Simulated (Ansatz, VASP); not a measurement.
Te2Mo in VASP and in Ansatz

```
Te Mo
1.0
     3.56023    0.00000    0.00000
    -1.78012    3.08325    0.00000
     0.00000    0.00000   17.52406
Te Mo
2 1
Direct
  0.34955 0.69910 0.89786
  0.33333 0.66667 0.10214
  0.00000 0.00000 0.00000
```

Alike in both runs: task single point; functional r2SCAN; k mesh 12 × 12 × 2; occupations gaussian, width 0.05 eV; no spin polarisation.

```csv
,VASP,Ansatz
version,VASP 6.6.1,Ansatz 0.2.0
potentials or method,"VASP PAW PBE potentials, release 64 (Te, Mo_sv), cutoff 520 eV","scalar-relativistic, plane waves, PAW"
valence electrons in the cell,26,46
```

```tsv
	VASP	Ansatz	Ansatz less VASP
gap on the k mesh at the Fermi level (eV)	1.12	1.12	-0.001
least direct gap on the mesh (eV)	1.12	1.12	-0.001
rms of the force components (eV/Å)	0.314	0.314	+0.0001
```

VASP's potentials were made for PBE, not for r2SCAN. Atom by atom the forces differ by 0.012 eV/Å (rms over components). With one functional, cell and mesh, what is left measures potentials, basis and numerics. VASP's potentials hold 26 valence electrons a cell and Ansatz's 46, so a difference there can come from the potentials and not from the codes.

Spin-orbit coupling is off throughout.
